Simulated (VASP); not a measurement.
Input of a VASP 6.6.1 run:

File INCAR:

```
SYSTEM = Cd3Ga2O
PREC = Accurate ; ENCUT = 700
EDIFF = 1E-7 ; ISMEAR = 0
SIGMA = 0.1 ; LREAL = .FALSE.
LASPH = .TRUE. ; NELM = 120
ALGO = Normal ; ISIF = 3
LWAVE = .FALSE. ; LCHARG = .FALSE.
GGA = PE ; IBRION = 2
NSW = 90 ; EDIFFG = -0.04
GGA_COMPAT = .FALSE. ; NELMIN = 4
```

File KPOINTS:

```
Automatic mesh
0
G
  4 4 2
  0 0 0
```

POSCAR

```
Cd3Ga2O
1.0
    4.1886267700      0.0000000000      0.0000000000
    0.0000000000      4.1886267700      0.0000000000
    0.0000000000      0.0000000000      7.4905564000
Cd Ga O
3 2 1
Direct
    0.5000000000      0.5000000000      0.5000000000
    0.5000000000      0.5000000000      0.1922168700
    0.5000000000      0.5000000000      0.8077831300
    0.0000000000      0.5000000000      0.5000000000
    0.5000000000      0.0000000000      0.5000000000
    0.0000000000      0.0000000000      0.5000000000
```

Potentials or basis: VASP PAW PBE potentials, release 64 (Cd_sv_GW, Ga_d, O).

Command:

```sh
$ cat potpaw_PBE.64/Cd_sv_GW/POTCAR potpaw_PBE.64/Ga_d/POTCAR potpaw_PBE.64/O/POTCAR > POTCAR
$ mpirun -np 1 vasp_std > vasp.out
```

What does it give for the relaxed cell?

a = 4.994 Å, b = 4.994 Å, c = 8.217 Å, α = 90.00°, β = 90.00°, γ = 90.00°.

Estimate the relaxed volume.

34.16 Å³/atom.

What does it give for the band gap on the k mesh?

Zero (bands 46 and 47 overlap by 0.35 eV).

What does it give for the space group after relaxing (to 0.1 Å)?

P4/mmm (No. 123).

The path:
| step | energy change (eV) | largest force (eV/Å) | pressure (GPa) | volume (Å³) |
| --- | --- | --- | --- | --- |
| 1 | 0.0000 | 5.9033 | 41.13 | 131.42 |
| 2 | -5.8879 | 0.9951 | -3.10 | 268.83 |
| 3 | -6.9934 | 0.1135 | 0.79 | 200.22 |
| 4 | -7.0003 | 0.1632 | -0.65 | 210.18 |
| 5 | -7.0103 | 0.0501 | -0.05 | 205.87 |
| 6 | -7.0086 | 0.0972 | -0.30 | 207.59 |
| 7 | -7.0131 | 0.0483 | -0.05 | 205.80 |
| 8 | -7.0136 | 0.0223 | 0.07 | 204.94 |

Caveat: the k points lie up to 0.38 Å⁻¹ apart in the final cell; the volume moved by over 15 % at a fixed basis, so the end points are rough.
